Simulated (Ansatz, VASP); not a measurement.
**One calculation of BaS, two programs**

Contents of INCAR:

```
SYSTEM = BaS
PREC = Accurate ; ENCUT = 520
EDIFF = 1E-6 ; ISMEAR = -1
SIGMA = 0.02 ; LREAL = .FALSE.
LASPH = .TRUE. ; NELM = 80
ALGO = Normal ; ISIF = 2
LWAVE = .FALSE. ; LCHARG = .FALSE.
GGA = PS ; NBANDS = 15
```

KPOINTS

```
regular mesh
0
G
  8 8 8
  0 0 0
```

POSCAR

```
BaS
1.0
    0.0000000000      3.1285531347      3.1285531347
    3.1285531347      0.0000000000      3.1285531347
    3.1285531347      3.1285531347      0.0000000000
Ba S
1 1
Direct
    0.0000000000      0.0000000000      0.0000000000
    0.5000000000      0.5000000000      0.5000000000
```

Input for Ansatz:

```yaml
crystal:
  lattice:
    - [0.0, 3.1285531347, 3.1285531347]
    - [3.1285531347, 0.0, 3.1285531347]
    - [3.1285531347, 3.1285531347, 0.0]
  atoms:
    - { symbol: Ba, position: [0.0, 0.0, 0.0] }
    - { symbol: S, position: [0.5, 0.5, 0.5] }
kpoints:
  mp_grid: { grid: [8, 8, 8] }
  band_path:
    path:
      - [0.0, 0.0, 0.0]
      - [0.5, 0.0, 0.5]
      - [0.625, 0.25, 0.625]
      - [0.375, 0.375, 0.75]
      - [0.0, 0.0, 0.0]
      - [0.5, 0.5, 0.5]
      - [0.5, 0.25, 0.75]
      - [0.5, 0.0, 0.5]
    npoints: 5
scf:
  occupations: { method: fermi_dirac, width: 0.02 }
hamiltonian:
  xc: pbesol
  pseudopotentials: { kind: all_electron, lapw: { basis_error: 0.00025 } }
output:
  forces: true
  stress: true
  eigenvalues: true
```

Change from the starting cell: volume scaled by 0.94.

Alike in both runs: task single point; functional PBEsol; k mesh 8 × 8 × 8; occupations fermi-dirac, width 0.02 eV; no spin polarisation.

|  | VASP | Ansatz |
| --- | --- | --- |
| version | VASP 6.6.1 | Ansatz 0.2.0 |
| potentials or method | VASP PAW PBE potentials, release 64 (Ba_sv, S), cutoff 520 eV | all-electron LAPW, scalar-relativistic |

Ansatz gave:

* gap on the k mesh at the Fermi level (eV): 1.97
* pressure (GPa): 1.8

Task: Which values does VASP return?

Result: gap on the k mesh at the Fermi level (eV): 1.86; pressure (GPa): 2.6.

VASP's potentials were made for PBE, not for PBEsol. Ansatz ran all-electron here, and VASP with PAW potentials.

Neither program's run includes spin-orbit coupling.
